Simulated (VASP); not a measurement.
Input of a VASP 6.6.1 run:

INCAR

```
PREC = Accurate ; ENCUT = 520
EDIFF = 1E-7 ; ISMEAR = 0
SIGMA = 0.1 ; LREAL = False
LASPH = True ; NELM = 60
ALGO = Normal ; ISIF = 2
LWAVE = False ; LCHARG = False
GGA = PE ; NBANDS = 18
```

The input KPOINTS:

```
regular mesh
0
Gamma
  14 14 14
```

Contents of POSCAR:

```
CuO2
1.0
    0.0000000000      2.4240690854      2.4240690854
    2.4240690854      0.0000000000      2.4240690854
    2.4240690854      2.4240690854      0.0000000000
Cu O
1 2
Direct
    0.0000000000      0.0000000000      0.0000000000
    0.2500000000      0.2500000000      0.2500000000
    0.7500000000      0.7500000000      0.7500000000
```

Potentials or basis: VASP PAW PBE potentials, release 64 (Cu, O).

Launch:

```console
$ cat potpaw_PBE.64/Cu/POTCAR potpaw_PBE.64/O/POTCAR > POTCAR
$ mpirun -np 1 vasp_std > vasp.out
```

Question: Estimate the pressure.

Answer: -1.1 GPa.

Caveat: an odd number of electrons without spin polarisation forces a metal; a magnetic or distorted state may lie lower.
